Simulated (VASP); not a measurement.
**Pd: relaxation of cell and atoms with PBEsol**

The system is Pd.

```xyz
1
Lattice="0.0000 1.9465 1.9465 1.9465 0.0000 1.9465 1.9465 1.9465 0.0000" Properties=species:S:1:pos:R:3 pbc="T T T"
Pd    0.0000    0.0000    0.0000
```

```
Program                : VASP 6.6.1
Task                   : relaxation of cell and atoms
Functional             : PBEsol
Potentials or basis    : VASP PAW PBE potentials, release 64 (Pd)
Cutoff                 : 500 eV
k mesh                 : 18 × 18 × 18
Occupations            : gaussian, width 0.1 eV
Spin                   : no spin polarisation
Dipole correction      : no
Further INCAR settings : ALGO = Normal; EDIFF = 1e-07; IBRION = 2; EDIFFG = -0.002; NSW = 100; ISIF = 3
```

```yaml
Relaxed_volume: 14.53 Å³/atom
Relaxed_cell: a = 2.739 Å, b = 2.739 Å, c = 2.739 Å, α = 60.00°, β = 60.00°, γ = 60.00°
Space_group_after_relaxing_to_0.1_Å: Fm-3m (No. 225)
Energy_gained_by_relaxing: 2.2 meV/atom
Ionic_steps: 3
Pressure_after_relaxing: 0.0 GPa
Band_gap_on_the_k_mesh: zero (bands 5 and 6 overlap by 1.63 eV)
```

The path:
```
step  energy change (eV)  largest force (eV/Å)  pressure (GPa)  volume (Å³)
   1              0.0000                0.0000           -3.01        14.75
   2              0.0037                0.0000            5.45        14.17
   3             -0.0022                0.0000           -0.01        14.53
```

Final structure:
```
Pd
1.0
     0.00000    1.93657    1.93657
     1.93657    0.00000    1.93657
     1.93657    1.93657    0.00000
Pd
1
Cartesian
  0.0000 0.0000 0.0000
```

Levels at points of the mesh, in eV from the Fermi level:
```tsv
k point	band 2	band 3	band 4	band 5	band 6	band 7	band 8	band 9
(0.00, 0.00, 0.00)	-2.93	-2.93	-2.93	-1.25	-1.25	17.13	21.99	21.99
(0.50, 0.00, 0.00)	-2.97	-2.97	-0.02	-0.02	0.88	7.39	16.49	21.16
(0.50, 0.50, 0.00)	-5.26	-0.04	0.30	0.30	3.25	10.87	13.19	13.19
```

Run time: 42 s on 1 thread of AMD EPYC 7R43 64-Core Processor (Zen 3), on a shared host, peak memory 0.12 GiB.

Caveat: the PAW data sets were made with another functional, which shifts forces and pressure a little.
